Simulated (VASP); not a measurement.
# HfTi2B6 (Fm-3m) in VASP: notebook

The runs below take HfTi2B6 through single point, relaxation of cell and atoms, with PBE.

Program: VASP 6.6.1. These are calculated values, not measurements. Logs are shortened: lines on timing, memory, paths and dates and some standing lists are left out, and cuts for length are marked.

## 1. The cell of the first run

It takes space group Fm-3m (No. 225, cubic). The conventional cell has a = 8.133 Å, b = 8.133 Å, c = 8.133 Å, α = 90.00°, β = 90.00°, γ = 90.00°. Hf (site symmetry m-3m) has 12 B at 2.88 Å and 8 Ti at 3.52 Å within 3.8 Å. Ti (site symmetry -43m) has 6 B at 2.03 Å within 2.7 Å. B (site symmetry mmm) has 2 Ti at 2.03 Å within 2.7 Å.

## 2. Single point, PBE

INCAR

```
SYSTEM = HfTi2B6
PREC     = Accurate       ! precision mode
ENCUT    = 520            ! plane-wave cutoff, eV
EDIFF    = 1E-7           ! SCF threshold, eV
ISMEAR   = 0              ! smearing method
SIGMA    = 0.1            ! smearing width, eV
LREAL    = .False.        ! projectors in reciprocal space
LASPH    = .True.         ! aspherical terms in the spheres
NELM     = 100            ! most SCF steps
ALGO     = Normal         ! electronic algorithm
ISIF     = 2              ! what is computed and relaxed
LWAVE    = .False.        ! write WAVECAR
LCHARG   = .False.        ! write CHGCAR
GGA      = PE             ! functional
NBANDS   = 36             ! bands
```

KPOINTS

```
regular mesh
0
Gamma
  4 4 4
  0 0 0
```

POSCAR

```
HfTi2B6
1.0
    0.0000000000      4.0666115452      4.0666115452
    4.0666115452      0.0000000000      4.0666115452
    4.0666115452      4.0666115452      0.0000000000
Hf Ti B
1 2 6
Direct
    0.5000000000      0.5000000000      0.5000000000
    0.7500000000      0.7500000000      0.7500000000
    0.2500000000      0.2500000000      0.2500000000
    0.0000000000      0.0000000000      0.5000000000
    0.5000000000      0.5000000000      0.0000000000
    0.0000000000      0.5000000000      0.0000000000
    0.5000000000      0.0000000000      0.0000000000
    0.5000000000      0.0000000000      0.5000000000
    0.0000000000      0.5000000000      0.5000000000
```

Potentials or basis: VASP PAW PBE potentials, release 64 (Hf_pv, Ti_sv, B).

The run is started by

```
$ cat potpaw_PBE.64/Hf_pv/POTCAR potpaw_PBE.64/Ti_sv/POTCAR potpaw_PBE.64/B/POTCAR > POTCAR
$ mpirun -np 1 vasp_std > vasp.out
```

OUTCAR:

```text
SYSTEM = HfTi2B6
   PREC = Accurate
   ENCUT = 520
   EDIFF = 1E-7
   ISMEAR = 0
   LREAL = .False.
   LASPH = .True.
   NELM = 100
   ISIF = 2
   GGA = PE

 ion  position               nearest neighbor table
   1  0.500  0.500  0.500-   5 2.88   8 2.88   9 2.88   5 2.88   6 2.88   7 2.88   4 2.88   7 2.88
                             8 2.88   4 2.88   6 2.88   9 2.88
   2  0.750  0.750  0.750-   4 2.03   5 2.03   6 2.03   7 2.03   8 2.03   9 2.03
   3  0.250  0.250  0.250-   4 2.03   5 2.03   6 2.03   7 2.03   8 2.03   9 2.03
   4  0.000  0.000  0.500-   2 2.03   3 2.03   1 2.88   1 2.88
   5  0.500  0.500  0.000-   2 2.03   3 2.03   1 2.88   1 2.88
   6  0.000  0.500  0.000-   2 2.03   3 2.03   1 2.88   1 2.88
   7  0.500  0.000  0.000-   2 2.03   3 2.03   1 2.88   1 2.88
   8  0.500  0.000  0.500-   2 2.03   3 2.03   1 2.88   1 2.88
   9  0.000  0.500  0.500-   2 2.03   3 2.03   1 2.88   1 2.88

  LATTYP: Found a face centered cubic cell.
 ALAT       =     8.1332230904

  Lattice vectors:

 A1 = (   0.0000000000,   4.0666115452,   4.0666115452)
 A2 = (   4.0666115452,   0.0000000000,   4.0666115452)
 A3 = (   4.0666115452,   4.0666115452,   0.0000000000)

Analysis of symmetry for initial positions (statically):
=====================================================================
 Subroutine PRICEL returns:
 Original cell was already a primitive cell.

 Routine SETGRP: Setting up the symmetry group for a
 face centered cubic supercell.

 Subroutine GETGRP returns: Found 48 space group operations
 (whereof 48 operations were pure point group operations)
 out of a pool of 48 trial point group operations.

The static configuration has the point symmetry O_h .

Analysis of symmetry for dynamics (positions and initial velocities):
=====================================================================
 Subroutine PRICEL returns:
 Original cell was already a primitive cell.

 Routine SETGRP: Setting up the symmetry group for a
 face centered cubic supercell.

 Subroutine GETGRP returns: Found 48 space group operations
 (whereof 48 operations were pure point group operations)
 out of a pool of 48 trial point group operations.

The dynamic configuration has the point symmetry O_h .

 Subroutine INISYM returns: Found 48 space group operations
 (whereof 48 operations are pure point group operations),
 and found     1 'primitive' translations

----------------------------------------------------------------------------------------

                                     Primitive cell

  volume of cell :     134.5018

  direct lattice vectors                    reciprocal lattice vectors
     0.000000000  4.066611545  4.066611545    -0.122952486  0.122952486  0.122952486
     4.066611545  0.000000000  4.066611545     0.122952486 -0.122952486  0.122952486
     4.066611545  4.066611545  0.000000000     0.122952486  0.122952486 -0.122952486

  length of vectors
     5.751057200  5.751057200  5.751057200     0.212959953  0.212959953  0.212959953

  position of ions in fractional coordinates (direct lattice)
     0.500000000  0.500000000  0.500000000
     0.750000000  0.750000000  0.750000000
     0.250000000  0.250000000  0.250000000
     0.000000000  0.000000000  0.500000000
     0.500000000  0.500000000  0.000000000
     0.000000000  0.500000000  0.000000000
     0.500000000  0.000000000  0.000000000
     0.500000000  0.000000000  0.500000000
     0.000000000  0.500000000  0.500000000

  ion indices of the primitive-cell ions
   primitive index   ion index
                 1           1
                 2           2
                 3           3
                 4           4
                 5           5
                 6           6
                 7           7
                 8           8
                 9           9

----------------------------------------------------------------------------------------

 KPOINTS: regular mesh

Automatic generation of k-mesh.
 Grid dimensions read from file:
 generate k-points for:    4    4    4

 Generating k-lattice:

  Cartesian coordinates                     Fractional coordinates (reciprocal lattice)
    -0.030738122  0.030738122  0.030738122     0.250000000  0.000000000  0.000000000
     0.030738122 -0.030738122  0.030738122     0.000000000  0.250000000  0.000000000
     0.030738122  0.030738122 -0.030738122     0.000000000  0.000000000  0.250000000

  Length of vectors
     0.053239988  0.053239988  0.053239988

  Shift w.r.t. Gamma in fractional coordinates (k-lattice)
     0.000000000  0.000000000  0.000000000

 Subroutine IBZKPT returns following result:
 ===========================================

 Found      8 irreducible k-points:

 Following reciprocal coordinates:
            Coordinates               Weight
  0.000000  0.000000  0.000000      1.000000
  0.250000  0.000000  0.000000      8.000000
  0.500000  0.000000  0.000000      4.000000
  0.250000  0.250000  0.000000      6.000000
  0.500000  0.250000  0.000000     24.000000
 -0.250000  0.250000  0.000000     12.000000
  0.500000  0.500000  0.000000      3.000000
 -0.250000  0.500000  0.250000      6.000000
   k-points           NKPTS =      8   k-points in BZ     NKDIM =      8   number of bands    NBANDS=     36
   number of dos      NEDOS =    301   number of ions     NIONS =      9
   total plane-waves  NPLWV = 110592
   dimension x,y,z NGX =    48 NGY =   48 NGZ =   48
   dimension x,y,z NGXF=    96 NGYF=   96 NGZF=   96
   ions per type =               1   2   6
   NGX,Y,Z   is equivalent  to a cutoff of  13.88, 13.88, 13.88 a.u.
   NGXF,Y,Z  is equivalent  to a cutoff of  27.75, 27.75, 27.75 a.u.
 SYSTEM =  HfTi2B6
   PREC   = accura    normal or accurate (medium, high low for compatibility)
   ISTART =      0    job   : 0-new  1-cont  2-samecut
   ICHARG =      2    charge: 1-file 2-atom 10-const
   ISPIN  =      1    spin polarized calculation?
   LNONCOLLINEAR =      F non collinear calculations
   LSORBIT =      F    spin-orbit coupling
   LASPH  =      T    aspherical Exc in radial PAW
   ENCUT  =  520.0 eV  38.22 Ry    6.18 a.u.  10.69 10.69 10.69*2*pi/ulx,y,z
   NELM   =    100;   NELMIN=  2; NELMDL= -5     # of ELM steps
   EDIFF  = 0.1E-06   stopping-criterion for ELM
   LREAL  =      F    real-space projection
   EDIFFG = 0.1E-05   stopping-criterion for IOM
   NSW    =      0    number of steps for IOM
   IBRION =     -1    ionic relax: 0-MD 1-quasi-New 2-CG
   NFREE  =      0    steps in history (QN), initial steepest desc. (CG)
   ISIF   =      2    stress and relaxation
   ISYM   =      2    0-nonsym 1-usesym 2-fastsym
   POTIM  = 0.5000    time-step for ionic-motion
   TEBEG  =    0.0;   TEEND  =   0.0 temperature during run
   PSTRESS=    0.0 pullay stress
   NELECT =      52.0000    total number of electrons
   NUPDOWN=      -1.0000    fix difference up-down
   EMIN   =  10.00;   EMAX   =-10.00  energy-range for DOS
   EFERMI =   0.00;   METHOD = LEGACY
   ISMEAR =     0;   SIGMA  =   0.10  broadening in eV -4-tet -1-fermi 0-gaus
   EFERMI_NEDOS =   21; number of points for ismear=-14 and -15
   IALGO  =     38    algorithm
   IMIX   =      4    mixing-type and parameters
     AMIX     =   0.40;   BMIX     =  1.00
     AMIX_MAG =   1.60;   BMIX_MAG =  1.00
  volume/ion in A,a.u.               =      14.94       100.85
  Fermi-wavevector in a.u.,A,eV,Ry     =   1.192614  2.253714 19.351951  1.422328
  Thomas-Fermi vector in A             =   2.328648
   LORBIT       =      0    0 simple, 1 ext, 2 COOP (PROOUT), +10 PAW based schemes
   GGA     = PE    functional components
   LHFCALC =     F    Hartree Fock is set to
   AEXX    =    0.0000 exact exchange contribution
   IVDW    =     0    specifies the selected vdW correction
   LEPSILON=     F    determine dielectric tensor
   LRPA    =     F    only Hartree local field effects (RPA)
 non-spin polarized calculation
 Gauss-broadening in eV      SIGMA  =   0.10
  energy-cutoff  :      520.00
  volume of cell :      134.50
 maximum number of plane-waves:      3695
 NGX is ok and might be reduce to    48
   NGX = 21   NGY = 21   NGZ = 21

 number of electron      52.0000002 magnetization

 Free energy of the ion-electron system (eV)
  ---------------------------------------------------
  ext. energy  EPLUGINS =         0.00000000
  ---------------------------------------------------
  free energy    TOTEN  =       -53.25930254 eV

  energy without entropy =      -53.24129766  energy(sigma->0) =      -53.25030010

 E-fermi :   3.3276     XC(G=0): -10.0464

 val. band max:        3.2573137871   @ k =   0.2500   0.2500   0.0000
 cond. band min:       3.3502376071   @ k =   0.5000   0.0000   0.0000
 fundamental gap:      0.0929238200
 Fermi energy:         3.3275928704

 k-point     1 :       0.0000    0.0000    0.0000
  band No.  band energies     occupation
      1     -51.5271      2.00000
      2     -51.5259      2.00000
      3     -28.4487      2.00000
      4     -28.4487      2.00000
      5     -28.4487      2.00000
      6     -27.9712      2.00000
[... 28 lines left out ...]
     35       6.3839      0.00000
     36       7.0291      0.00000

 k-point     2 :       0.2500    0.0000    0.0000
  band No.  band energies     occupation
      1     -51.5269      2.00000
      2     -51.5261      2.00000
      3     -28.4494      2.00000
      4     -28.4494      2.00000
      5     -28.4485      2.00000
      6     -27.9735      2.00000
[... 28 lines left out ...]
     35       6.8354      0.00000
     36       7.2748      0.00000
[... 193 lines left out ...]
     35       6.2017      0.00000
     36       6.9923      0.00000

 k-point     8 :      -0.2500    0.5000    0.2500
  band No.  band energies     occupation
      1     -51.5265      2.00000
      2     -51.5265      2.00000
      3     -28.4517      2.00000
      4     -28.4488      2.00000
      5     -28.4488      2.00000
      6     -27.9747      2.00000
[... 28 lines left out ...]
     35       6.9100      0.00000
     36       7.1050      0.00000

------------------------ aborting loop because EDIFF is reached ----------------------------------------

  FORCE on cell =-STRESS in cart. coord.  units (eV):
  Direction    XX          YY          ZZ          XY          YZ          ZX
  --------------------------------------------------------------------------------------
  -------------------------------------------------------------------------------------
  Total       -0.2417599     -0.2417599     -0.2417599     -0.0000000      0.0000000      0.0000000
  in kB       -2.8798302     -2.8798302     -2.8798302     -0.0000000      0.0000000      0.0000000
  external PRESSURE =      -2.8798302 kB  Pullay stress =       0.0000000 kB

 VOLUME and BASIS-vectors are now :
 -----------------------------------------------------------------------------
  energy-cutoff  :      520.00
  volume of cell :      134.50
      direct lattice vectors                 reciprocal lattice vectors
     0.000000000  4.066611545  4.066611545    -0.122952486  0.122952486  0.122952486
     4.066611545  0.000000000  4.066611545     0.122952486 -0.122952486  0.122952486
     4.066611545  4.066611545  0.000000000     0.122952486  0.122952486 -0.122952486

 POSITION                                       TOTAL-FORCE (eV/Angst)
 -----------------------------------------------------------------------------------
      4.06661      4.06661      4.06661        -0.000000     -0.000000     -0.000000
      6.09992      6.09992      6.09992        -0.000000     -0.000000     -0.000000
      2.03331      2.03331      2.03331         0.000000      0.000000      0.000000
      2.03331      2.03331      0.00000        -0.000000     -0.000000     -0.000000
      2.03331      2.03331      4.06661        -0.000000     -0.000000     -0.000000
      2.03331      0.00000      2.03331        -0.000000     -0.000000     -0.000000
      0.00000      2.03331      2.03331        -0.000000     -0.000000     -0.000000
      2.03331      4.06661      2.03331        -0.000000     -0.000000     -0.000000
      4.06661      2.03331      2.03331        -0.000000     -0.000000     -0.000000
 -----------------------------------------------------------------------------------
    total drift:                               -0.000000      0.000000      0.000000

  FREE ENERGIE OF THE ION-ELECTRON SYSTEM (eV)
  ---------------------------------------------------
  free  energy   TOTEN  =       -53.2593025354 eV

  energy  without entropy=      -53.2412976649  energy(sigma->0) =      -53.25030010
```

It took 50 s on 1 thread of Intel Xeon 6975P-C (Granite Rapids), shared host; peak memory 0.33 GiB.

What came out:

| Property | Result |
| --- | --- |
| Free energy | -53.2593 eV |
| Pressure | -0.3 GPa |
| Band gap on the k mesh | zero (filled and empty bands touch) |

Levels at points of the mesh, in eV from the Fermi level:
```csv
k point,band 23,band 24,band 25,band 26,band 27,band 28,band 29,band 30
"(0.00, 0.00, 0.00)",-1.15,-0.83,-0.83,-0.83,1.73,1.73,1.73,2.05
"(0.50, 0.00, 0.00)",-1.65,-0.76,-0.76,0.02,0.02,0.68,0.81,1.95
"(0.50, 0.50, 0.00)",-1.19,-0.58,-0.58,-0.41,0.24,0.24,1.82,1.93
```

Caveat: spin-orbit coupling is left out, which moves the levels of the heavy elements.

## 3. Relaxation of cell and atoms, PBE

This run uses another cell than the first one, of 10.87 Å³/atom, 0.727 times its volume.

INCAR

```
SYSTEM = HfTi2B6
ALGO     = Normal         ! electronic algorithm
EDIFF    = 1E-6           ! SCF threshold, eV
EDIFFG   = -0.04          ! ionic threshold
ENCUT    = 600            ! plane-wave cutoff, eV
GGA      = PE             ! functional
IBRION   = 2              ! ionic algorithm
ISIF     = 3              ! what is computed and relaxed
ISMEAR   = 0              ! smearing method
LASPH    = .True.         ! aspherical terms in the spheres
LCHARG   = .False.        ! write CHGCAR
LREAL    = .False.        ! projectors in reciprocal space
LWAVE    = .False.        ! write WAVECAR
NELM     = 100            ! most SCF steps
NSW      = 90             ! ionic steps
PREC     = Accurate       ! precision mode
SIGMA    = 0.1            ! smearing width, eV
```

KPOINTS

```
k-points
0
Gamma
  4 4 4
  0 0 0
```

Edit POSCAR of step 2 so:

```diff
@@ -2,5 +2,5 @@
 1.0
-    0.0000000000      4.0666115452      4.0666115452
-    4.0666115452      0.0000000000      4.0666115452
-    4.0666115452      4.0666115452      0.0000000000
+    0.0000000000      3.6566798200      3.6566798200
+    3.6566798200      0.0000000000      3.6566798200
+    3.6566798200      3.6566798200      0.0000000000
 Hf Ti B
```

Potentials or basis: VASP PAW PBE potentials, release 64 (Hf_pv, Ti_sv, B).

The run is started by

```
$ cat potpaw_PBE.64/Hf_pv/POTCAR potpaw_PBE.64/Ti_sv/POTCAR potpaw_PBE.64/B/POTCAR > POTCAR
$ mpirun -np 1 vasp_std > vasp.out
```

It took 2.3 min on 1 thread of Intel Xeon 6975P-C (Granite Rapids), shared host; peak memory 0.27 GiB.

Results (log left out):

```
Free energy                            : -53.2489 eV
Relaxed volume                         : 14.91 Å³/atom
Relaxed cell                           : a = 5.746 Å, b = 5.746 Å, c = 5.746 Å, α = 60.00°, β = 60.00°, γ = 60.00°
Space group after relaxing (to 0.05 Å) : Fm-3m (No. 225)
Energy gained by relaxing              : 478.3 meV/atom
Ionic steps                            : 4
Pressure after relaxing                : -0.1 GPa
Band gap on the k mesh                 : zero (filled and empty bands touch)
```

The path:
```
step  energy change (eV)  largest force (eV/Å)  pressure (GPa)  volume (Å³)
   1              0.0000                0.0000           48.14        97.79
   2             -3.7647                0.0000           -8.96       151.65
   3             -4.3037                0.0000            0.44       133.38
   4             -4.3046                0.0000           -0.09       134.17
```

Final structure:
```
Hf Ti B
1.0
     0.00000    4.06329    4.06329
     4.06329    0.00000    4.06329
     4.06329    4.06329    0.00000
Hf Ti B
1 2 6
Direct
  0.50000 0.50000 0.50000
  0.75000 0.75000 0.75000
  0.25000 0.25000 0.25000
  0.00000 0.00000 0.50000
  0.50000 0.50000 0.00000
  0.00000 0.50000 0.00000
  0.50000 0.00000 0.00000
  0.50000 0.00000 0.50000
  0.00000 0.50000 0.50000
```

Levels at points of the mesh, in eV from the Fermi level:
```csv
k point,band 22,band 23,band 24,band 25,band 26,band 27,band 28,band 29,band 30,band 31
"(0.00, 0.00, 0.00)",-1.15,-1.15,-0.83,-0.83,-0.83,1.73,1.73,1.73,2.06,2.06
"(0.50, 0.00, 0.00)",-1.66,-1.66,-0.77,-0.77,0.02,0.02,0.68,0.82,1.96,1.96
"(0.50, 0.50, 0.00)",-1.43,-1.19,-0.58,-0.58,-0.42,0.24,0.24,1.82,1.94,2.32
```

Caveat: the k points lie up to 0.33 Å⁻¹ apart in the final cell; the volume moved by over 15 % at a fixed basis, so the end points are rough; spin-orbit coupling is left out, which moves the levels of the heavy elements.

(Part 1 of 2 ends here.)
